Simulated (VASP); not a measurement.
# AlCu (P4mm) in VASP: single point with r2SCAN

Aim: the single point of AlCu with r2SCAN.

Program: VASP 6.6.1. These are calculated values, not measurements. Logs are shortened: lines on timing, memory, paths and dates and some standing lists are left out, and cuts for length are marked.

## (1) The cell of the first run

Symmetry: P4mm, No. 99, tetragonal system. Conventional cell: a = 2.998 Å, b = 2.998 Å, c = 2.998 Å, α = 90.00°, β = 90.00°, γ = 90.00°. Al (site symmetry 4mm) has 8 Cu at 2.56 to 2.63 Å and 6 Al at 3.00 Å within 3.4 Å. Within 3.4 Å of Cu (site symmetry 4mm) lie 8 Al at 2.56 to 2.63 Å and 6 Cu at 3.00 Å.

## (2) Single point, r2SCAN (all Cu atoms moved +0.062 Å, as atom 2 along Cartesian [0 0 1])

POSCAR

```
AlCu
1.0
    2.9975090000      0.0000000000      0.0000000000
    0.0000000000      2.9975090000      0.0000000000
    0.0000000000      0.0000000000      2.9975090000
Al Cu
1 1
Direct
    0.0000000000      0.0000000000      0.0000000000
    0.5000000000      0.5000000000      0.5208506463
```

INCAR.step1

```
ALGO = Normal
EDIFF = 1E-4
ENCUT = 520
GGA = PE
ISMEAR = 0
LASPH = T
LCHARG = F
LREAL = F
LWAVE = T
NBANDS = 14
NELM = 60
PREC = Accurate
SIGMA = 0.15
```

INCAR.step2

```
ALGO = Normal
EDIFF = 1E-6
ENCUT = 520
ISIF = 2
ISMEAR = 0
ISTART = 1
LASPH = T
LCHARG = F
LMIXTAU = T
LREAL = F
LWAVE = F
METAGGA = R2SCAN
NBANDS = 14
NELM = 60
PREC = Accurate
SIGMA = 0.15
```

KPOINTS

```
k-points
0
Gamma
  16 16 16
```

Potentials or basis: VASP PAW PBE potentials, release 64 (Al, Cu).

The run is started by

```sh
$ cat potpaw_PBE.64/Al/POTCAR potpaw_PBE.64/Cu/POTCAR > POTCAR
$ cp INCAR.step1 INCAR
$ mpirun -np 1 vasp_std > vasp.out
$ cp INCAR.step2 INCAR
$ mpirun -np 1 vasp_std > vasp.out
```

OUTCAR:

```text
EDIFF = 1E-6
   ENCUT = 520
   ISIF = 2
   ISMEAR = 0
   ISTART = 1
   LASPH = T
   LREAL = F
   METAGGA = R2SCAN
   NELM = 60
   PREC = Accurate

 ion  position               nearest neighbor table
   1  0.000  0.000  0.000-   2 2.56   2 2.56   2 2.56   2 2.56   2 2.63   2 2.63   2 2.63   2 2.63

   2  0.500  0.500  0.521-   1 2.56   1 2.56   1 2.56   1 2.56   1 2.63   1 2.63   1 2.63   1 2.63

  LATTYP: Found a simple cubic cell.
 ALAT       =     2.9975090000

  Lattice vectors:

 A1 = (   2.9975090000,   0.0000000000,   0.0000000000)
 A2 = (   0.0000000000,   2.9975090000,   0.0000000000)
 A3 = (   0.0000000000,   0.0000000000,   2.9975090000)

Analysis of symmetry for initial positions (statically):
=====================================================================
 Subroutine PRICEL returns:
 Original cell was already a primitive cell.

 Routine SETGRP: Setting up the symmetry group for a
 simple cubic supercell.

 Subroutine GETGRP returns: Found  8 space group operations
 (whereof  8 operations were pure point group operations)
 out of a pool of 48 trial point group operations.

The static configuration has the point symmetry C_4v.

Analysis of symmetry for dynamics (positions and initial velocities):
=====================================================================
 Subroutine PRICEL returns:
 Original cell was already a primitive cell.

 Routine SETGRP: Setting up the symmetry group for a
 simple cubic supercell.

 Subroutine GETGRP returns: Found  8 space group operations
 (whereof  8 operations were pure point group operations)
 out of a pool of 48 trial point group operations.

The dynamic configuration has the point symmetry C_4v.

 Subroutine INISYM returns: Found  8 space group operations
 (whereof  8 operations are pure point group operations),
 and found     1 'primitive' translations

----------------------------------------------------------------------------------------

                                     Primitive cell

  volume of cell :      26.9328

  direct lattice vectors                    reciprocal lattice vectors
     2.997509000  0.000000000  0.000000000     0.333610341  0.000000000  0.000000000
     0.000000000  2.997509000  0.000000000     0.000000000  0.333610341  0.000000000
     0.000000000  0.000000000  2.997509000     0.000000000  0.000000000  0.333610341

  length of vectors
     2.997509000  2.997509000  2.997509000     0.333610341  0.333610341  0.333610341

  position of ions in fractional coordinates (direct lattice)
     0.000000000  0.000000000  0.000000000
     0.500000000  0.500000000  0.520850646

  ion indices of the primitive-cell ions
   primitive index   ion index
                 1           1
                 2           2

----------------------------------------------------------------------------------------

 KPOINTS: k-points

Automatic generation of k-mesh.
 Grid dimensions read from file:
 generate k-points for:   16   16   16

 Generating k-lattice:

  Cartesian coordinates                     Fractional coordinates (reciprocal lattice)
     0.020850646  0.000000000  0.000000000     0.062500000  0.000000000  0.000000000
     0.000000000  0.020850646  0.000000000     0.000000000  0.062500000  0.000000000
     0.000000000  0.000000000  0.020850646     0.000000000  0.000000000  0.062500000

  Length of vectors
     0.020850646  0.020850646  0.020850646

  Shift w.r.t. Gamma in fractional coordinates (k-lattice)
     0.000000000  0.000000000  0.000000000

 Subroutine IBZKPT returns following result:
 ===========================================

 Found    405 irreducible k-points:

 Following reciprocal coordinates:
            Coordinates               Weight
  0.000000  0.000000  0.000000      1.000000
  0.062500  0.000000  0.000000      4.000000
  0.000000  0.000000  0.062500      2.000000
  0.125000  0.000000  0.000000      4.000000
  0.000000  0.000000  0.125000      2.000000
  0.187500  0.000000  0.000000      4.000000
[... 16 lines left out ...]
  0.187500  0.062500  0.000000      8.000000
  0.000000  0.187500  0.062500      8.000000
 [... further k-points ...]
   k-points           NKPTS =    405   k-points in BZ     NKDIM =    405   number of bands    NBANDS=     14
   number of dos      NEDOS =    301   number of ions     NIONS =      2
   total plane-waves  NPLWV =  13824
   dimension x,y,z NGX =    24 NGY =   24 NGZ =   24
   dimension x,y,z NGXF=    48 NGYF=   48 NGZF=   48
   ions per type =               1   1
   NGX,Y,Z   is equivalent  to a cutoff of  13.31, 13.31, 13.31 a.u.
   NGXF,Y,Z  is equivalent  to a cutoff of  26.62, 26.62, 26.62 a.u.
 SYSTEM =  unknown system
   PREC   = accura    normal or accurate (medium, high low for compatibility)
   ISTART =      1    job   : 0-new  1-cont  2-samecut
   ICHARG =      0    charge: 1-file 2-atom 10-const
   ISPIN  =      1    spin polarized calculation?
   LNONCOLLINEAR =      F non collinear calculations
   LSORBIT =      F    spin-orbit coupling
   LASPH  =      T    aspherical Exc in radial PAW
   ENCUT  =  520.0 eV  38.22 Ry    6.18 a.u.   5.57  5.57  5.57*2*pi/ulx,y,z
   NELM   =     60;   NELMIN=  2; NELMDL=  0     # of ELM steps
   EDIFF  = 0.1E-05   stopping-criterion for ELM
   LREAL  =      F    real-space projection
   EDIFFG = 0.1E-04   stopping-criterion for IOM
   NSW    =      0    number of steps for IOM
   IBRION =     -1    ionic relax: 0-MD 1-quasi-New 2-CG
   NFREE  =      0    steps in history (QN), initial steepest desc. (CG)
   ISIF   =      2    stress and relaxation
   ISYM   =      2    0-nonsym 1-usesym 2-fastsym
   POTIM  = 0.5000    time-step for ionic-motion
   TEBEG  =    0.0;   TEEND  =   0.0 temperature during run
   PSTRESS=    0.0 pullay stress
   NELECT =      14.0000    total number of electrons
   NUPDOWN=      -1.0000    fix difference up-down
   EMIN   =  10.00;   EMAX   =-10.00  energy-range for DOS
   EFERMI =   0.00;   METHOD = LEGACY
   ISMEAR =     0;   SIGMA  =   0.15  broadening in eV -4-tet -1-fermi 0-gaus
   EFERMI_NEDOS =   21; number of points for ismear=-14 and -15
   IALGO  =     38    algorithm
   IMIX   =      4    mixing-type and parameters
     AMIX     =   0.40;   BMIX     =  1.00
     AMIX_MAG =   1.60;   BMIX_MAG =  1.00
  volume/ion in A,a.u.               =      13.47        90.88
  Fermi-wavevector in a.u.,A,eV,Ry     =   1.316306  2.487459 23.574307  1.732663
  Thomas-Fermi vector in A             =   2.446428
   LORBIT       =      0    0 simple, 1 ext, 2 COOP (PROOUT), +10 PAW based schemes
   METAGGA = R2SCAN    functional components
   LHFCALC =     F    Hartree Fock is set to
   AEXX    =    0.0000 exact exchange contribution
   IVDW    =     0    specifies the selected vdW correction
   LEPSILON=     F    determine dielectric tensor
   LRPA    =     F    only Hartree local field effects (RPA)
 non-spin polarized calculation
 Gauss-broadening in eV      SIGMA  =   0.15
  energy-cutoff  :      520.00
  volume of cell :       26.93
 maximum number of plane-waves:       743
 NGX is ok and might be reduce to    24
   NGX = 11   NGY = 11   NGZ = 11

 number of electron      14.0000020 magnetization

 Free energy of the ion-electron system (eV)
  ---------------------------------------------------
  ext. energy  EPLUGINS =         0.00000000
  ---------------------------------------------------
  free energy    TOTEN  =       -17.88121100 eV

  energy without entropy =      -17.87489483  energy(sigma->0) =      -17.87805292

 E-fermi :   9.0639     XC(G=0): -12.4248

 val. band max:        9.0470052242   @ k =   0.4375   0.4375   0.2500
 cond. band min:       9.0750622352   @ k =   0.3750   0.3750   0.1875
 fundamental gap:      0.0280570110
 Fermi energy:         9.0638821922

 k-point     1 :       0.0000    0.0000    0.0000
  band No.  band energies     occupation
      1      -3.0998      2.00000
      2       3.8979      2.00000
      3       3.9006      2.00000
      4       4.9887      2.00000
      5       4.9912      2.00000
      6       4.9912      2.00000
      7      13.1213      0.00000
      8      13.1213      0.00000
      9      13.1274      0.00000
     10      15.4841      0.00000
     11      15.4843      0.00000
     12      20.0955      0.00000
     13      28.3578      0.00000
     14      28.3785      0.00000

 k-point     2 :       0.0625    0.0000    0.0000
  band No.  band energies     occupation
      1      -3.0301      2.00000
      2       3.9009      2.00000
      3       3.9106      2.00000
      4       4.9694      2.00000
      5       4.9722      2.00000
      6       4.9934      2.00000
      7      12.2156      0.00000
      8      13.2054      0.00000
      9      13.2147      0.00000
     10      15.5105      0.00000
     11      16.2775      0.00000
     12      20.3724      0.00000
     13      27.4737      0.00000
     14      27.4795      0.00000

 k-point     3 :       0.0000    0.0000    0.0625
  band No.  band energies     occupation
      1      -3.0301      2.00000
      2       3.9031      2.00000
      3       3.9084      2.00000
      4       4.9722      2.00000
      5       4.9722      2.00000
      6       4.9908      2.00000
      7      12.2217      0.00000
      8      13.2053      0.00000
      9      13.2053      0.00000
     10      15.5107      0.00000
     11      16.2824      0.00000
     12      20.3707      0.00000
     13      27.4689      0.00000
     14      27.4689      0.00000
[... 324 lines left out ...]
 k-point    23 :       0.1875    0.0625    0.0000
  band No.  band energies     occupation
      1      -2.4072      2.00000
      2       3.8879      2.00000
      3       3.9906      2.00000
      4       4.8143      2.00000
      5       4.8442      2.00000
      6       4.9905      2.00000
      7       9.2521      0.07603
      8      12.9253      0.00000
      9      13.9520      0.00000
     10      16.3025      0.00000
     11      18.6500      0.00000
     12      22.9140      0.00000
     13      23.4439      0.00000
     14      24.4520      0.00000

 k-point    24 :       0.0000    0.1875    0.0625
  band No.  band energies     occupation
      1      -2.4072      2.00000
      2       3.8877      2.00000
      3       3.9907      2.00000
      4       4.8178      2.00000
      5       4.8408      2.00000
      6       4.9905      2.00000
      7       9.2518      0.07644
      8      12.9338      0.00000
      9      13.9384      0.00000
     10      16.3104      0.00000
     11      18.6474      0.00000
     12      22.8891      0.00000
     13      23.4899      0.00000
     14      24.4300      0.00000

 [... further k-points ...]
[... 5 lines left out ...]
  --------------------------------------------------------------------------------------
  -------------------------------------------------------------------------------------
  Total       -0.7803776     -0.7803776     -0.8022061      0.0000000     -0.0000000      0.0000000
  in kB      -46.4230712    -46.4230712    -47.7216046      0.0000000     -0.0000000      0.0000000
  external PRESSURE =     -46.8559156 kB  Pullay stress =       0.0000000 kB

 VOLUME and BASIS-vectors are now :
 -----------------------------------------------------------------------------
  energy-cutoff  :      520.00
  volume of cell :       26.93
      direct lattice vectors                 reciprocal lattice vectors
     2.997509000  0.000000000  0.000000000     0.333610341  0.000000000  0.000000000
     0.000000000  2.997509000  0.000000000     0.000000000  0.333610341  0.000000000
     0.000000000  0.000000000  2.997509000     0.000000000  0.000000000  0.333610341

 POSITION                                       TOTAL-FORCE (eV/Angst)
 -----------------------------------------------------------------------------------
      0.00000      0.00000      0.00000         0.000000     -0.000000      0.249247
      1.49875      1.49875      1.56125         0.000000      0.000000     -0.249247
 -----------------------------------------------------------------------------------
    total drift:                                0.000000     -0.000000      0.000716

  FREE ENERGIE OF THE ION-ELECTRON SYSTEM (eV)
  ---------------------------------------------------
  free  energy   TOTEN  =       -17.8812110035 eV

  energy  without entropy=      -17.8748948346  energy(sigma->0) =      -17.87805292
```

It took 2.4 min on 1 thread of Intel Xeon 6975P-C (Granite Rapids), shared host; peak memory 0.26 GiB.

What came out:

| Property | Result |
| --- | --- |
| Free energy | -17.8812 eV |
| Pressure | -4.7 GPa |
| Largest force | 0.249 eV/Å |
| Band gap on the k mesh | zero (band 7 reaches 13.12 eV, above the bottom of band 8 at 8.18 eV) |

Forces in eV/Å, atoms in the order of the input:
```
Al   0.000  0.000  0.249
Cu   0.000  0.000 -0.249
```

Caveat: the cell differs from its parent crystal (all Cu atoms moved +0.062 Å, as atom 2 along Cartesian [0 0 1]); the PAW data sets were made with another functional, which shifts forces and pressure a little.
